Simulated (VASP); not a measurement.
# Na in VASP: further runs

The runs below take Na through single point, with PBE.

Everything below comes from runs of VASP 6.6.1. Logs are shortened: lines on timing, memory, paths and dates and some standing lists are left out, and cuts for length are marked.

## 1. The cell of the first run

The structure is hexagonal, space group P6_3/mmc (No. 194). Conventional cell: a = 3.842 Å, b = 3.842 Å, c = 6.154 Å, α = 90.00°, β = 90.00°, γ = 120.00°. Na (site symmetry -6m2) has 12 Na at 3.79 to 3.84 Å within 5.0 Å.

## 2. Single point, PBE (equal xx and yy strain of +2 %)

INCAR reads:

```
SYSTEM = Na
PREC = Accurate
ENCUT = 520
EDIFF = 1E-6
ISMEAR = -1
SIGMA = 0.05
LREAL = .False.
LASPH = .True.
NELM = 100
ALGO = Normal
ISIF = 2
LWAVE = .False.
LCHARG = .False.
GGA = PE
NBANDS = 14
```

KPOINTS reads:

```
regular mesh
0
Gamma
  13 13 7
  0 0 0
```

POSCAR reads:

```
Na
1.0
    3.8423410176      0.0000000000      0.0000000000
   -1.9211705088      3.3275649312      0.0000000000
    0.0000000000      0.0000000000      6.1540000000
Na
2
Direct
    0.3333333333      0.6666666667      0.2500000000
    0.6666666667      0.3333333333      0.7500000000
```

Potentials or basis: VASP PAW PBE potentials, release 64 (Na_pv).

On the command line:

```sh
cat potpaw_PBE.64/Na_pv/POTCAR > POTCAR
mpirun -np 1 vasp_std > vasp.out
```

OUTCAR:

```text
SYSTEM = Na
   PREC = Accurate
   ENCUT = 520
   EDIFF = 1E-6
   ISMEAR = -1
   LREAL = .False.
   LASPH = .True.
   NELM = 100
   ISIF = 2
   GGA = PE

 ion  position               nearest neighbor table
   1  0.333  0.667  0.250-
   2  0.667  0.333  0.750-

  LATTYP: Found a hexagonal cell.
 ALAT       =     3.8423410176
 C/A-ratio  =     1.6016277503

  Lattice vectors:

 A1 = (   3.8423410176,   0.0000000000,   0.0000000000)
 A2 = (  -1.9211705088,   3.3275649312,   0.0000000000)
 A3 = (   0.0000000000,   0.0000000000,   6.1540000000)

Analysis of symmetry for initial positions (statically):
=====================================================================
 Subroutine PRICEL returns:
 Original cell was already a primitive cell.

 Routine SETGRP: Setting up the symmetry group for a
 hexagonal supercell.

 Subroutine GETGRP returns: Found 24 space group operations
 (whereof 12 operations were pure point group operations)
 out of a pool of 24 trial point group operations.

The static configuration has the point symmetry D_3d.
 The point group associated with its full space group is D_6h.

Analysis of symmetry for dynamics (positions and initial velocities):
=====================================================================
 Subroutine PRICEL returns:
 Original cell was already a primitive cell.

 Routine SETGRP: Setting up the symmetry group for a
 hexagonal supercell.

 Subroutine GETGRP returns: Found 24 space group operations
 (whereof 12 operations were pure point group operations)
 out of a pool of 24 trial point group operations.

The dynamic configuration has the point symmetry D_3d.
 The point group associated with its full space group is D_6h.

 Subroutine INISYM returns: Found 24 space group operations
 (whereof 12 operations are pure point group operations),
 and found     1 'primitive' translations

----------------------------------------------------------------------------------------

                                     Primitive cell

  volume of cell :      78.6828

  direct lattice vectors                    reciprocal lattice vectors
     3.842341018  0.000000000  0.000000000     0.260258003  0.150260028  0.000000000
    -1.921170509  3.327564931  0.000000000     0.000000000  0.300520056  0.000000000
     0.000000000  0.000000000  6.154000000     0.000000000  0.000000000  0.162495938
[... 91 lines left out ...]
   ISYM   =      2    0-nonsym 1-usesym 2-fastsym
   POTIM  = 0.5000    time-step for ionic-motion
   TEBEG  =    0.0;   TEEND  =   0.0 temperature during run
   PSTRESS=    0.0 pullay stress
   NELECT =      14.0000    total number of electrons
   NUPDOWN=      -1.0000    fix difference up-down
   EMIN   =  10.00;   EMAX   =-10.00  energy-range for DOS
   EFERMI =   0.00;   METHOD = LEGACY
   ISMEAR =    -1;   SIGMA  =   0.05  broadening in eV -4-tet -1-fermi 0-gaus
   EFERMI_NEDOS =   21; number of points for ismear=-14 and -15
   IALGO  =     38    algorithm
   IMIX   =      4    mixing-type and parameters
     AMIX     =   0.40;   BMIX     =  1.00
     AMIX_MAG =   1.60;   BMIX_MAG =  1.00
  volume/ion in A,a.u.               =      39.34       265.49
  Fermi-wavevector in a.u.,A,eV,Ry     =   0.920784  1.740029 11.535594  0.847842
  Thomas-Fermi vector in A             =   2.046127
   LORBIT       =      0    0 simple, 1 ext, 2 COOP (PROOUT), +10 PAW based schemes
   GGA     = PE    functional components
   LHFCALC =     F    Hartree Fock is set to
   AEXX    =    0.0000 exact exchange contribution
   IVDW    =     0    specifies the selected vdW correction
   LEPSILON=     F    determine dielectric tensor
   LRPA    =     F    only Hartree local field effects (RPA)
 non-spin polarized calculation
  energy-cutoff  :      520.00
  volume of cell :       78.68
 maximum number of plane-waves:      2138
 NGX is ok and might be reduce to    30
   NGX = 15   NGY = 15   NGZ = 23

 number of electron      13.9999995 magnetization

 Free energy of the ion-electron system (eV)
  ---------------------------------------------------
  ext. energy  EPLUGINS =         0.00000000
  ---------------------------------------------------
  free energy    TOTEN  =        -2.61859261 eV

  energy without entropy =       -2.61002855  energy(sigma->0) =       -2.61431058

 E-fermi :   0.1567     XC(G=0):  -6.3489

 val. band max:        0.1524622881   @ k =   0.3846   0.1538   0.0000
 cond. band min:       0.1734110487   @ k =   0.0769   0.0769   0.1429
 fundamental gap:      0.0209487607
 Fermi energy:         0.1567050763

 k-point     1 :       0.0000    0.0000    0.0000
  band No.  band energies     occupation
      1     -24.8111      2.00000
      2     -24.7859      2.00000
      3     -24.7859      2.00000
      4     -24.7815      2.00000
      5     -24.7814      2.00000
      6     -24.7814      2.00000
      7      -2.9931      2.00000
      8       0.7978      0.00001
      9       1.1775      0.00000
     10       9.6623      0.00000
     11       9.6623      0.00000
     12       9.9321      0.00000
     13       9.9321      0.00000
     14      10.2907      0.00000
[... 377 lines left out ...]
      1     -24.8079      2.00000
      2     -24.7898      2.00000
      3     -24.7871      2.00000
      4     -24.7869      2.00000
      5     -24.7829      2.00000
      6     -24.7824      2.00000
      7      -2.5788      2.00000
      8       0.2515      0.26136
      9       2.4821      0.00000
     10       6.5908      0.00000
     11       8.3457      0.00000
     12       8.5095      0.00000
     13       9.3863      0.00000
     14      10.5212      0.00000

 [... further k-points ...]

------------------------ aborting loop because EDIFF is reached ----------------------------------------

  FORCE on cell =-STRESS in cart. coord.  units (eV):
  Direction    XX          YY          ZZ          XY          YZ          ZX
  --------------------------------------------------------------------------------------
  -------------------------------------------------------------------------------------
  Total       -0.2383233     -0.2383233     -0.1202987     -0.0000000      0.0000000      0.0000000
  in kB       -4.8528534     -4.8528534     -2.4495796     -0.0000000      0.0000000      0.0000000
  external PRESSURE =      -4.0517621 kB  Pullay stress =       0.0000000 kB

 VOLUME and BASIS-vectors are now :
 -----------------------------------------------------------------------------
  energy-cutoff  :      520.00
  volume of cell :       78.68
      direct lattice vectors                 reciprocal lattice vectors
     3.842341018  0.000000000  0.000000000     0.260258003  0.150260028  0.000000000
    -1.921170509  3.327564931  0.000000000     0.000000000  0.300520056  0.000000000
     0.000000000  0.000000000  6.154000000     0.000000000  0.000000000  0.162495938

 POSITION                                       TOTAL-FORCE (eV/Angst)
 -----------------------------------------------------------------------------------
     -0.00000      2.21838      1.53850         0.000000     -0.000000      0.000000
      1.92117      1.10919      4.61550        -0.000000      0.000000      0.000000
 -----------------------------------------------------------------------------------
    total drift:                                0.000000     -0.000000      0.000000

  FREE ENERGIE OF THE ION-ELECTRON SYSTEM (eV)
  ---------------------------------------------------
  free  energy   TOTEN  =        -2.6185926100 eV

  energy  without entropy=       -2.6100285476  energy(sigma->0) =       -2.61431058
```

OSZICAR:

```text
N       E                     dE             d eps       ncg     rms          rms(c)
DAV:   1     0.984453544779E+02    0.98445E+02   -0.76124E+03  2352   0.951E+02
DAV:   2     0.127328461126E+01   -0.97172E+02   -0.96280E+02  2424   0.271E+02
DAV:   3    -0.256468737412E+01   -0.38380E+01   -0.38345E+01  3030   0.626E+01
DAV:   4    -0.261834263763E+01   -0.53655E-01   -0.53653E-01  2634   0.793E+00
DAV:   5    -0.261955739881E+01   -0.12148E-02   -0.12147E-02  3042   0.123E+00    0.281E-01
DAV:   6    -0.261900674592E+01    0.55065E-03   -0.10026E-03  2828   0.390E-01    0.190E-01
DAV:   7    -0.261861155069E+01    0.39520E-03   -0.18384E-03  3218   0.461E-01    0.226E-02
DAV:   8    -0.261859270591E+01    0.18845E-04   -0.13985E-04  3096   0.202E-01    0.454E-03
DAV:   9    -0.261859260997E+01    0.95938E-07   -0.27164E-06  2586   0.261E-02
   1 F= -.26185926E+01 E0= -.26143106E+01  d E =-.856406E-02
```

It took 34 s on 1 thread of Intel Xeon 6975P-C (Granite Rapids), shared host; peak memory 0.21 GiB.

Results:

```
Free energy            : -2.6186 eV
Pressure               : -0.4 GPa
Band gap on the k mesh : zero (band 7 reaches 1.53 eV, above the bottom of band 8 at -1.67 eV)
```

Caveat: the cell differs from its parent crystal (equal xx and yy strain of +2 %).

## 3. Single point, PBE (equal xy, yz and zx shear strains of +2 %)

INCAR reads:

```
PREC     = Accurate       # precision mode
ENCUT    = 520            # plane-wave cutoff, eV
EDIFF    = 1E-7           # SCF threshold, eV
ISMEAR   = -1             # smearing method
SIGMA    = 0.05           # smearing width, eV
LREAL    = False          # projectors in reciprocal space
LASPH    = True           # aspherical terms in the spheres
NELM     = 60             # most SCF steps
ALGO     = Normal         # electronic algorithm
ISIF     = 2              # what is computed and relaxed
LWAVE    = False          # write WAVECAR
LCHARG   = False          # write CHGCAR
GGA      = PE             # functional
NBANDS   = 14             # bands
```

KPOINTS reads:

```
regular mesh
0
Gamma
  13 13 7
```

POSCAR reads:

```
Na
1.0
    3.7670009976      0.0376700100      0.0376700100
   -1.8508773132      3.2434835550      0.0137881806
    0.0615400000      0.0615400000      6.1540000000
Na
2
Direct
    0.3333333333      0.6666666667      0.2500000000
    0.6666666667      0.3333333333      0.7500000000
```

Potentials or basis: VASP PAW PBE potentials, release 64 (Na_pv).

On the command line:

```sh
cat potpaw_PBE.64/Na_pv/POTCAR > POTCAR
mpirun -np 1 vasp_std > vasp.out
```

OUTCAR:

```text
PREC = Accurate
   ENCUT = 520
   EDIFF = 1E-7
   ISMEAR = -1
   LREAL = False
   LASPH = True
   NELM = 60
   ISIF = 2
   GGA = PE

 ion  position               nearest neighbor table
   1  0.333  0.667  0.250-
   2  0.667  0.333  0.750-

  LATTYP: Found a triclinic cell.
 ALAT       =     3.8000192942
 B/A-ratio  =     0.9827452114
 C/A-ratio  =     1.6196273999
 COS(alpha) =     0.0074204947
 COS(beta)  =     0.0272158149
 COS(gamma) =     0.5000757388
[... 594 lines left out ...]

 [... further k-points ...]

------------------------ aborting loop because EDIFF is reached ----------------------------------------

  FORCE on cell =-STRESS in cart. coord.  units (eV):
  Direction    XX          YY          ZZ          XY          YZ          ZX
  --------------------------------------------------------------------------------------
  -------------------------------------------------------------------------------------
  Total       -0.0849258     -0.0861176     -0.0330422     -0.0331820     -0.0359589     -0.0357898
  in kB       -1.7996989     -1.8249555     -0.7002119     -0.7031740     -0.7620216     -0.7584384
  external PRESSURE =      -1.4416221 kB  Pullay stress =       0.0000000 kB

 VOLUME and BASIS-vectors are now :
 -----------------------------------------------------------------------------
  energy-cutoff  :      520.00
  volume of cell :       75.60
      direct lattice vectors                 reciprocal lattice vectors
     3.767000998  0.037670010  0.037670010     0.263997962  0.150666715 -0.004146647
    -1.850877313  3.243483555  0.013788181    -0.003035556  0.306591168 -0.003035556
     0.061540000  0.061540000  6.154000000    -0.001609189 -0.001609189  0.162528121

 POSITION                                       TOTAL-FORCE (eV/Angst)
 -----------------------------------------------------------------------------------
      0.03713      2.19026      1.56025        -0.006543     -0.000030      0.000499
      1.94053      1.15243      4.64521         0.006543      0.000030     -0.000499
 -----------------------------------------------------------------------------------
    total drift:                                0.000000     -0.000000      0.000000

  FREE ENERGIE OF THE ION-ELECTRON SYSTEM (eV)
  ---------------------------------------------------
  free  energy   TOTEN  =        -2.6240083500 eV

  energy  without entropy=       -2.6156604365  energy(sigma->0) =       -2.61983439
```

Run time: 10 min. Hardware: 1 thread of Oxide Virtual Turin-like, shared host; peak memory 0.5 GiB.

Results:

```
Free energy            : -2.6240 eV
Pressure               : -0.1 GPa
Largest force          : 0.007 eV/Å
Band gap on the k mesh : zero (band 7 reaches 1.78 eV, above the bottom of band 8 at -1.64 eV)
```

Forces on the atoms (eV/Å):
```
Na  -0.007  0.000  0.000
Na   0.007  0.000  0.000
```

Levels at points of the mesh, in eV from the Fermi level:
```tsv
k point	band 5	band 6	band 7	band 8	band 9	band 10
(0.00, 0.00, 0.00)	-24.91	-24.91	-3.23	0.56	0.95	9.73
```

Caveat: the cell differs from its parent crystal (equal xy, yz and zx shear strains of +2 %).
